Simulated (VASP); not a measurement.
Sb, 2 atoms in the cell. Symmetry: Fd-3m, No. 227, cubic system. The conventional cell has a = 6.997 Å, b = 6.997 Å, c = 6.997 Å, α = 90.00°, β = 90.00°, γ = 90.00°. Sb (site symmetry -43m) has 4 Sb at 3.03 Å within 4.0 Å. 

- Program: VASP 6.6.1
- Task: single point
- Functional: PBE
- Potentials or basis: VASP PAW PBE potentials, release 64 (Sb)
- Cutoff: 520 eV
- k mesh: 8 × 8 × 8
- Occupations: fermi-dirac, width 0.1 eV
- Spin: non-collinear spin, zero start, spin-orbit coupling
- Starting moments: [[0.0, 0.0, 0.0], [0.0, 0.0, 0.0]] μB
- Dipole correction: no
- Further INCAR settings: ALGO = Normal; EDIFF = 1e-06; NBANDS = 22

Potentials or basis: VASP PAW PBE potentials, release 64 (Sb).

The run is started by

```bash
$ cat potpaw_PBE.64/Sb/POTCAR > POTCAR
$ mpirun -np 1 vasp_ncl > vasp.out
```

Hardware: 1 thread of AMD EPYC 7R13 Processor (Zen 3) (shared host).

**Question.** Estimate the wall time of this run.

**Answer.** Wall time 2.6 min on 1 thread of AMD EPYC 7R13 Processor (Zen 3), with other jobs on the host, peak memory 0.47 GiB. Counts: scf iterations 12, k points 29.
